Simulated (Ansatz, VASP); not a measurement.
Ge in VASP and in Ansatz

File POSCAR:

```
Ge
1.0
    1.3971490000     -2.6005160000     -0.0812661250
    1.3971490000      2.6005160000      0.0812661250
    0.0000000000      0.0843197188      2.6982310000
Ge
1
Direct
    0.5000000000      0.5000000000      0.0000000000
```

The input INCAR.step1:

```
SYSTEM = Ge
  PREC = Accurate
  ENCUT = 550
  ISMEAR = 0
  SIGMA = 0.15
  LREAL = .False.
  LASPH = .True.
  NELM = 120
  NBANDS = 13
  GGA = PE
  ALGO = Normal
  EDIFF = 1E-5
  LWAVE = .True.
  LCHARG = .False.
  GGA_COMPAT = .False.
```

Contents of INCAR.step2:

```
SYSTEM = Ge
  PREC = Accurate
  ENCUT = 550
  EDIFF = 1E-6
  ISMEAR = 0
  SIGMA = 0.15
  LREAL = .False.
  LASPH = .True.
  NELM = 120
  ALGO = Normal
  ISIF = 2
  LWAVE = .False.
  LCHARG = .False.
  METAGGA = R2SCAN
  LMIXTAU = .True.
  NBANDS = 13
  ISTART = 1
  GGA_COMPAT = .False.
```

Contents of KPOINTS:

```
Automatic mesh
0
Gamma
  20 20 18
  0 0 0
```

Input for Ansatz:

```yaml
crystal:
  lattice:
    - [1.397149, -2.600516, -0.081266125]
    - [1.397149, 2.600516, 0.081266125]
    - [0.0, 0.0843197188, 2.698231]
  atoms:
    - { symbol: Ge, position: [0.5, 0.5, 0.0] }
basis:
  ecutwfc: 500
kpoints:
  mp_grid: { grid: [20, 20, 18] }
hamiltonian:
  xc: r2scan
scf:
  occupations: { method: gaussian, width: 0.15 }
output:
  forces: true
  stress: true
  eigenvalues: true
```

Change from the starting cell: strain +0.0625 x Voigt [0, 0, 0, 1, 0, 0], atoms carried along.

Alike in both runs: task single point; functional r2SCAN; k mesh 20 × 20 × 18; occupations gaussian, width 0.15 eV; no spin polarisation.

|  | VASP | Ansatz |
| --- | --- | --- |
| version | VASP 6.6.1 | Ansatz 0.2.0 |
| potentials or method | VASP PAW PBE potentials, release 64 (Ge_d), cutoff 550 eV | scalar-relativistic, plane waves, PAW |
| valence electrons in the cell | 14 | 14 |

Ansatz gave:

```
gap on the k mesh at the Fermi level (eV)                     : none
pressure (GPa)                                                : -3.0
traceless stress, the component that is largest in VASP (GPa) : -2.69
```

Q: What did VASP give for the same quantities?

A: gap on the k mesh at the Fermi level (eV): none; pressure (GPa): -3.1; traceless stress, the component that is largest in VASP (GPa): -2.68.

VASP's potentials were made for PBE, not for r2SCAN. A gap of «none» marks a metal or a gap that the smearing closes. The functional is the same, so the differences come from potentials, cutoffs and numerics.
